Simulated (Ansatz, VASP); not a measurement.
# One calculation of BiRh, two programs

The input INCAR:

```
PREC = Accurate ; ENCUT = 520
EDIFF = 1E-7 ; ISMEAR = -1
SIGMA = 0.03 ; LREAL = False
LASPH = True ; NELM = 60
ALGO = Normal ; ISIF = 2
LWAVE = False ; LCHARG = True
GGA = CA ; LELF = True
LVHAR = True ; NBANDS = 38
```

File KPOINTS:

```
Automatic mesh
0
Gamma
  12 12 7
```

File POSCAR:

```
BiRh
1.0
    4.1478754753      0.0000000000      0.0000000000
   -2.0739377376      3.5921655333      0.0000000000
    0.0000000000      0.0000000000      5.7375217038
Bi Rh
2 2
Direct
    0.3333333333      0.6666666667      0.2500000000
    0.6666666667      0.3333333333      0.7500000000
    0.0000000000      0.0000000000      0.0000000000
    0.0000000000      0.0000000000      0.5000000000
```

Input for Ansatz:

```yaml
crystal:
  lattice:
    - [4.1478754753, 0.0, 0.0]
    - [-2.0739377376, 3.5921655333, 0.0]
    - [0.0, 0.0, 5.7375217038]
  atoms:
    - { symbol: Bi, position: [0.3333333333, 0.6666666667, 0.25] }
    - { symbol: Bi, position: [0.6666666667, 0.3333333333, 0.75] }
    - { symbol: Rh, position: [0.0, 0.0, 0.0] }
    - { symbol: Rh, position: [0.0, 0.0, 0.5] }
kpoints:
  mp_grid: { grid: [12, 12, 7] }
  band_path:
    path:
      - [0.0, 0.0, 0.0]
      - [0.5, 0.0, 0.0]
      - [0.3333333333, 0.3333333333, 0.0]
      - [0.0, 0.0, 0.0]
      - [0.0, 0.0, 0.5]
      - [0.5, 0.0, 0.5]
      - [0.3333333333, 0.3333333333, 0.5]
      - [0.0, 0.0, 0.5]
      - [0.5, 0.0, 0.5]
    npoints: 5
scf:
  occupations: { method: fermi_dirac, width: 0.03 }
hamiltonian:
  xc: lda
  pseudopotentials: { kind: all_electron, lapw: { basis_error: 0.001 } }
output:
  forces: true
  stress: true
  eigenvalues: true
```

Change from the starting cell: volume scaled by 1.04.

Alike in both runs: task single point; functional LDA; k mesh 12 × 12 × 7; occupations fermi-dirac, width 0.03 eV; no spin polarisation.

```csv
,VASP,Ansatz
version,VASP 6.6.1,Ansatz 0.2.0
potentials or method,"VASP PAW LDA potentials, release 64 (Bi_d, Rh_pv), cutoff 520 eV","all-electron LAPW, scalar-relativistic"
```

```tsv
	VASP	Ansatz	Ansatz less VASP
pressure (GPa)	-7.0	-7.2	-0.27
traceless stress, the component that is largest in VASP (GPa)	-0.97	-1.00	-0.030
```

LDA's correlation is that of Perdew and Zunger in VASP and of Perdew and Wang (1992) in Ansatz. Ansatz ran all-electron here, and VASP with PAW potentials.

Spin-orbit coupling is off throughout.
